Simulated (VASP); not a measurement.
# As (P1) in VASP: a series of runs, part 2 of 2

VASP 6.6.1.

## 3. Relaxation of cell and atoms, PBE

This run uses another cell than the first one, of 34.60 Å³/atom.

INCAR reads:

```
SYSTEM = As
PREC = Accurate
ENCUT = 600
EDIFF = 1E-6
ISMEAR = 0
SIGMA = 0.1
LREAL = .False.
LASPH = .True.
NELM = 60
ALGO = Normal
ISIF = 3
LWAVE = .False.
LCHARG = .False.
GGA = PE
IBRION = 2
NSW = 80
EDIFFG = -0.025
```

KPOINTS reads:

```
Automatic mesh
0
Gamma
  4 2 1
  0 0 0
```

POSCAR reads:

```
As
1.0
    1.8477173077     -3.0987636249     -0.0612062115
   -5.4789054290     -3.0616708943     -0.0263759373
    0.0580581525     -0.2020941585    -12.2320270423
As
8
Direct
   -0.0057990197     -0.0046988578      0.1993496467
    0.4988033549      0.4977239848      0.2019757982
    0.0075026202     -0.0044334804      0.8031557793
    0.5066623355      0.4956465543      0.7981950363
    0.4725100031      0.8494922735      0.3188546940
    1.0059090528      0.3322858129      0.3128591790
    0.0089661066      0.6612901511      0.6829821635
    0.5054455467      0.1726935616      0.6826277030
```

Potentials or basis: VASP PAW PBE potentials, release 64 (As).

On the command line:

```bash
> cat potpaw_PBE.64/As/POTCAR > POTCAR
> mpirun -np 1 vasp_std > vasp.out
```

OUTCAR:

```text
SYSTEM = As
   PREC = Accurate
   ENCUT = 600
   EDIFF = 1E-6
   ISMEAR = 0
   LREAL = .False.
   LASPH = .True.
   NELM = 60
   ISIF = 3
   GGA = PE
   IBRION = 2
   NSW = 80
   EDIFFG = -0.025

 ion  position               nearest neighbor table
   1  0.994  0.995  0.199-   5 2.49   5 2.49   6 2.54
   2  0.499  0.498  0.202-   6 2.41   6 2.55   5 2.64
   3  0.008  0.996  0.803-   8 2.51   7 2.57   8 2.64
   4  0.507  0.496  0.798-   7 2.46   8 2.48   7 2.56
   5  0.473  0.849  0.319-   1 2.49   1 2.49   2 2.64
   6  0.006  0.332  0.313-   2 2.41   1 2.54   2 2.55
   7  0.009  0.661  0.683-   4 2.46   4 2.56   3 2.57
   8  0.505  0.173  0.683-   4 2.48   3 2.51   3 2.64

  LATTYP: Found a triclinic cell.
 ALAT       =     3.6083433113
 B/A-ratio  =     3.5668880272
 C/A-ratio  =     1.7394072892
 COS(alpha) =     0.0001383721
 COS(beta)  =     0.0280147659
 COS(gamma) =     0.3122717819

  Lattice vectors:

 A1 = (   1.8477173077,  -3.0987636249,  -0.0612062115)
 A2 = (   1.9057754602,  -3.3008577834, -12.2932332538)
 A3 = (   5.4789054290,   3.0616708943,   0.0263759373)

Analysis of symmetry for initial positions (statically):
=====================================================================
 Subroutine PRICEL returns:
 Original cell was already a primitive cell.

 Routine SETGRP: Setting up the symmetry group for a
 triclinic supercell.

 Subroutine GETGRP returns: Found  1 space group operations
 (whereof  1 operations were pure point group operations)
 out of a pool of  2 trial point group operations.

The static configuration has the point symmetry C_1 .

Analysis of symmetry for dynamics (positions and initial velocities):
=====================================================================
 Subroutine PRICEL returns:
 Original cell was already a primitive cell.

 Routine SETGRP: Setting up the symmetry group for a
 triclinic supercell.

 Subroutine GETGRP returns: Found  1 space group operations
 (whereof  1 operations were pure point group operations)
 out of a pool of  2 trial point group operations.

The dynamic configuration has the point symmetry C_1 .

 Subroutine INISYM returns: Found  1 space group operations
 (whereof  1 operations are pure point group operations),
 and found     1 'primitive' translations

----------------------------------------------------------------------------------------

                                     Primitive cell

  volume of cell :     276.7874

  direct lattice vectors                    reciprocal lattice vectors
     1.847717308 -3.098763625 -0.061206212     0.135284745 -0.242134051  0.004642588
    -5.478905429 -3.061670894 -0.026375937    -0.136898548 -0.081643080  0.000699108
     0.058058153 -0.202094159-12.232027042    -0.000381739  0.001387629 -0.081777337

  length of vectors
     3.608343311  6.276378658 12.233834164     0.277402982  0.159396655  0.081790000

  position of ions in fractional coordinates (direct lattice)
     0.994200980  0.995301142  0.199349647
     0.498803355  0.497723985  0.201975798
     0.007502620  0.995566520  0.803155779
     0.506662336  0.495646554  0.798195036
     0.472510003  0.849492273  0.318854694
     0.005909053  0.332285813  0.312859179
     0.008966107  0.661290151  0.682982164
[... 37 lines left out ...]
 Found      6 irreducible k-points:

 Following reciprocal coordinates:
            Coordinates               Weight
  0.000000  0.000000  0.000000      1.000000
  0.250000  0.000000 -0.000000      2.000000
  0.500000  0.000000 -0.000000      1.000000
 -0.000000  0.500000 -0.000000      1.000000
  0.250000  0.500000  0.000000      2.000000
  0.500000  0.500000 -0.000000      1.000000
   k-points           NKPTS =      6   k-points in BZ     NKDIM =      6   number of bands    NBANDS=     25
   number of dos      NEDOS =    301   number of ions     NIONS =      8
   total plane-waves  NPLWV = 147000
   dimension x,y,z NGX =    30 NGY =   50 NGZ =   98
   dimension x,y,z NGXF=    60 NGYF=  100 NGZF=  196
   ions per type =               8
   NGX,Y,Z   is equivalent  to a cutoff of  13.82, 13.24, 13.32 a.u.
   NGXF,Y,Z  is equivalent  to a cutoff of  27.64, 26.49, 26.63 a.u.
 SYSTEM =  As
   PREC   = accura    normal or accurate (medium, high low for compatibility)
   ISTART =      0    job   : 0-new  1-cont  2-samecut
   ICHARG =      2    charge: 1-file 2-atom 10-const
   ISPIN  =      1    spin polarized calculation?
   LNONCOLLINEAR =      F non collinear calculations
   LSORBIT =      F    spin-orbit coupling
   LASPH  =      T    aspherical Exc in radial PAW
   ENCUT  =  600.0 eV  44.10 Ry    6.64 a.u.   7.21 12.54 24.43*2*pi/ulx,y,z
   NELM   =     60;   NELMIN=  2; NELMDL= -5     # of ELM steps
   EDIFF  = 0.1E-05   stopping-criterion for ELM
   LREAL  =      F    real-space projection
   EDIFFG = -.3E-01   stopping-criterion for IOM
   NSW    =     80    number of steps for IOM
   IBRION =      2    ionic relax: 0-MD 1-quasi-New 2-CG
   NFREE  =      1    steps in history (QN), initial steepest desc. (CG)
   ISIF   =      3    stress and relaxation
   ISYM   =      2    0-nonsym 1-usesym 2-fastsym
   POTIM  = 0.5000    time-step for ionic-motion
   TEBEG  =    0.0;   TEEND  =   0.0 temperature during run
   PSTRESS=    0.0 pullay stress
   NELECT =      40.0000    total number of electrons
   NUPDOWN=      -1.0000    fix difference up-down
   EMIN   =  10.00;   EMAX   =-10.00  energy-range for DOS
   EFERMI =   0.00;   METHOD = LEGACY
   ISMEAR =     0;   SIGMA  =   0.10  broadening in eV -4-tet -1-fermi 0-gaus
   EFERMI_NEDOS =   21; number of points for ismear=-14 and -15
   IALGO  =     38    algorithm
   IMIX   =      4    mixing-type and parameters
     AMIX     =   0.40;   BMIX     =  1.00
     AMIX_MAG =   1.60;   BMIX_MAG =  1.00
  volume/ion in A,a.u.               =      34.60       233.48
  Fermi-wavevector in a.u.,A,eV,Ry     =   0.859105  1.623472 10.041927  0.738061
  Thomas-Fermi vector in A             =   1.976409
   LORBIT       =      0    0 simple, 1 ext, 2 COOP (PROOUT), +10 PAW based schemes
   GGA     = PE    functional components
   LHFCALC =     F    Hartree Fock is set to
   AEXX    =    0.0000 exact exchange contribution
   IVDW    =     0    specifies the selected vdW correction
   LEPSILON=     F    determine dielectric tensor
   LRPA    =     F    only Hartree local field effects (RPA)
 conjugate gradient relaxation of ions
 non-spin polarized calculation
 Gauss-broadening in eV      SIGMA  =   0.10
  energy-cutoff  :      600.00
  volume of cell :      276.79
 maximum number of plane-waves:      9257
 NGX is ok and might be reduce to    30
   NGX = 15   NGY = 25   NGZ = 49

--------------------------------------- Ionic step        1  -------------------------------------------

 number of electron      39.9999998 magnetization

 Free energy of the ion-electron system (eV)
  ---------------------------------------------------
  ext. energy  EPLUGINS =         0.00000000
  ---------------------------------------------------
  free energy    TOTEN  =       -36.83541635 eV

  energy without entropy =      -36.83541635  energy(sigma->0) =      -36.83541635

------------------------ aborting loop because EDIFF is reached ----------------------------------------

  FORCE on cell =-STRESS in cart. coord.  units (eV):
  Direction    XX          YY          ZZ          XY          YZ          ZX
  --------------------------------------------------------------------------------------
  -------------------------------------------------------------------------------------
  Total       -3.0808972      3.0851552     -1.5707341     -0.5876593     -2.4591267     -0.3377919
  in kB      -17.8337015     17.8583488     -9.0921577     -3.4016523    -14.2345977     -1.9553004
  external PRESSURE =      -3.0225035 kB  Pullay stress =       0.0000000 kB
[... 107 lines left out ...]
  FREE ENERGIE OF THE ION-ELECTRON SYSTEM (eV)
  ---------------------------------------------------
  free  energy   TOTEN  =       -37.0222661640 eV

  energy  without entropy=      -37.0222661640  energy(sigma->0) =      -37.02226616

[... ionic steps 4 to 11 ...]

--------------------------------------- Ionic step       12  -------------------------------------------

 number of electron      40.0000001 magnetization

------------------------ aborting loop because EDIFF is reached ----------------------------------------
[... 79 lines left out ...]
--------------------------------------- Ionic step       14  -------------------------------------------

 number of electron      40.0000001 magnetization

 Free energy of the ion-electron system (eV)
  ---------------------------------------------------
  ext. energy  EPLUGINS =         0.00000000
  ---------------------------------------------------
  free energy    TOTEN  =       -37.06948362 eV

  energy without entropy =      -37.06948362  energy(sigma->0) =      -37.06948362

 E-fermi :   1.3036     XC(G=0):  -7.4008

 val. band max:        0.8124213592   @ k =   0.0000   0.0000   0.0000
 cond. band min:       2.2910426048   @ k =  -0.0000   0.5000  -0.0000
 fundamental gap:      1.4786212456
 Fermi energy:         1.3035576705

 k-point     1 :       0.0000    0.0000    0.0000
  band No.  band energies     occupation
      1     -12.6525      2.00000
      2     -12.6401      2.00000
      3     -10.1771      2.00000
      4     -10.1737      2.00000
      5      -8.3338      2.00000
      6      -8.3279      2.00000
[... 192 lines left out ...]
  FREE ENERGIE OF THE ION-ELECTRON SYSTEM (eV)
  ---------------------------------------------------
  free  energy   TOTEN  =       -37.0694836178 eV

  energy  without entropy=      -37.0694836178  energy(sigma->0) =      -37.06948362

 reached required accuracy - stopping structural energy minimisation
```

Wall time 10 min (1 thread of Intel Xeon Platinum 8375C at 2.90GHz (Ice Lake), shared host); peak memory 0.4 GiB.

Results:

```yaml
Free_energy: -37.0695 eV
Relaxed_volume: 34.60 Å³/atom
Relaxed_cell: a = 3.654 Å, b = 6.212 Å, c = 12.198 Å, α = 89.93°, β = 88.72°, γ = 90.00°
Space_group_after_relaxing_to_0.1_Å: P-1 (No. 2)
Energy_gained_by_relaxing: 29.3 meV/atom
Ionic_steps: 14
Pressure_after_relaxing: 0.0 GPa
Largest_force_after_relaxing: 0.021 eV/Å
Band_gap_on_the_k_mesh: 1.48 eV
```

Forces in eV/Å, atoms in the order of the input:
```
As   0.014 -0.011 -0.002
As  -0.012  0.006 -0.012
As   0.006  0.003  0.005
As  -0.007  0.005  0.014
As   0.002 -0.014 -0.007
As  -0.002  0.018  0.010
As   0.004 -0.004 -0.010
As  -0.005 -0.004  0.002
```

Step by step:
| step | energy change (eV) | largest force (eV/Å) | pressure (GPa) | volume (Å³) |
| --- | --- | --- | --- | --- |
| 1 | 0.0000 | 1.0640 | -0.30 | 276.79 |
| 2 | -0.1729 | 0.6262 | 0.45 | 274.01 |
| 3 | -0.1868 | 0.5623 | 0.21 | 274.63 |
| 4 | -0.2253 | 0.1933 | -0.05 | 275.95 |
| 5 | -0.2258 | 0.1577 | -0.08 | 276.12 |
| 6 | -0.2283 | 0.1105 | 0.06 | 275.51 |
| 7 | -0.2284 | 0.1214 | 0.11 | 275.32 |
| 8 | -0.2303 | 0.0851 | 0.02 | 275.73 |
| 9 | -0.2307 | 0.1372 | -0.07 | 276.16 |
| 10 | -0.2320 | 0.1093 | -0.03 | 276.17 |
| 11 | -0.2330 | 0.0730 | 0.05 | 276.18 |
| 12 | -0.2338 | 0.0428 | 0.03 | 276.50 |
| 13 | -0.2339 | 0.0402 | 0.01 | 276.66 |
| 14 | -0.2341 | 0.0212 | 0.00 | 276.82 |

Final structure:
```
As
1.0
     1.82650   -3.16437   -0.04080
    -5.38052   -3.10555   -0.00371
     0.06164   -0.12209  -12.19735
As
8
Cartesian
  1.8140 -3.1735 -2.4957
  -1.7679 -3.1669 -2.4759
  -5.3181 -3.2064 -9.7469
  -1.7129 -3.2374 -9.7654
  -3.5903 -4.1658 -3.8690
  0.0251 -4.2237 -3.8949
  -3.5115 -2.1832 -8.3501
  0.0921 -2.2110 -8.3694
```

Levels at points of the mesh, in eV from the valence-band top:
| k point | band 18 | band 19 | band 20 | band 21 | band 22 | band 23 |
| --- | --- | --- | --- | --- | --- | --- |
| (0.00, 0.00, 0.00) | -0.10 | -0.01 | 0.00 | 1.59 | 1.73 | 1.81 |
| (0.50, 0.00, 0.00) | -1.18 | -1.04 | -1.04 | 2.55 | 2.55 | 2.61 |
| (0.00, 0.50, 0.00) | -0.68 | -0.21 | -0.20 | 1.48 | 1.48 | 1.70 |
| (0.50, 0.50, 0.00) | -1.65 | -1.56 | -1.55 | 1.90 | 1.91 | 1.99 |

Caveat: the k points lie up to 0.52 Å⁻¹ apart in the final cell; an odd mesh through Γ misses points on the zone boundary, where band edges can lie.
